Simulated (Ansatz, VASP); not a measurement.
**Si in VASP and in Ansatz**

```xyz
2
Lattice="0.0000 2.8026 2.8026 2.8026 0.0000 2.8026 2.8026 2.8026 0.0000" Properties=species:S:1:pos:R:3 pbc="T T T"
Si    0.0000    0.0000    0.0000
Si    1.4013    1.4013    1.4013
```

Alike in both runs: task single point; functional LDA; k mesh 8 × 8 × 8; no spin polarisation.

```csv
,VASP,Ansatz
version,VASP 6.6.1,Ansatz 0.2 development build
potentials or method,"VASP PAW LDA potentials, release 64 (Si), cutoff 520 eV","all-electron full-potential LAPW, scalar-relativistic"
occupations,"gaussian, width 0.01 eV",fixed
```

```csv
,VASP,Ansatz,Ansatz less VASP
gap on the k mesh at the Fermi level (eV),0.65,0.65,+0.003
pressure (GPa),-8.4,-8.4,-0.04
```

LDA's correlation is that of Perdew and Zunger in VASP and of Perdew and Wang (1992) in Ansatz. Ansatz ran all-electron here, and VASP with PAW potentials.
